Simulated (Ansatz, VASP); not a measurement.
BN in VASP and in Ansatz

```
B N
1.0
     2.56597    0.00000    0.00000
    -1.28298    2.22219    0.00000
     0.00000    0.00000    4.19775
B N
2 2
Cartesian
  0.0000 1.4815 -0.0016
  1.2830 0.7407 2.0973
  0.0000 1.4815 1.5715
  1.2830 0.7407 3.6704
```

Alike in both runs: task single point; functional PBEsol; k mesh 9 × 9 × 6; no spin polarisation.

```csv
,VASP,Ansatz
version,VASP 6.6.1,Ansatz 0.2.0
potentials or method,"VASP PAW PBE potentials, release 64 (B, N), cutoff 520 eV","scalar-relativistic, plane waves, PAW"
occupations,"gaussian, width 0.01 eV",fixed
valence electrons in the cell,16,16
```

```tsv
	VASP	Ansatz	Ansatz less VASP
gap on the k mesh at the Fermi level (eV)	5.03	5.04	+0.012
least direct gap on the mesh (eV)	8.07	8.07	+0.001
```

VASP's potentials were made for PBE, not for PBEsol, and Ansatz warns of the same on its side.
